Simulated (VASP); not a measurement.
Crystal: RhC2.

```
Rh C
1.0
     0.00000    2.44125    2.44125
     2.44125    0.00000    2.44125
     2.44125    2.44125    0.00000
Rh C
1 2
Cartesian
  0.0000 0.0000 0.0000
  1.2206 1.2206 1.2206
  3.6619 3.6619 3.6619
```

Base run:

```yaml
Program: VASP 6.6.1
Functional: PBEsol
Potentials_or_basis: VASP PAW PBE potentials, release 64 (Rh_pv, C)
Cutoff: 520 eV
k_mesh: 12 × 12 × 12
Occupations: tetrahedron
Spin: no spin polarisation
```

Its results: band gap on the k mesh zero (an odd number of electrons rules out a gap without spin polarisation); pressure 0.1 GPa.

Question: The run is repeated on the same cell with these changes: occupations from tetrahedron to methfessel-paxton, width 0.001 eV. What comes out?

Answer: Band gap on the k mesh zero (an odd number of electrons rules out a gap without spin polarisation); pressure -0.3 GPa.

Caveats: the PAW data sets were made with another functional, which shifts forces and pressure a little; tetrahedron occupations give inexact forces and stress in metals (at least some runs).
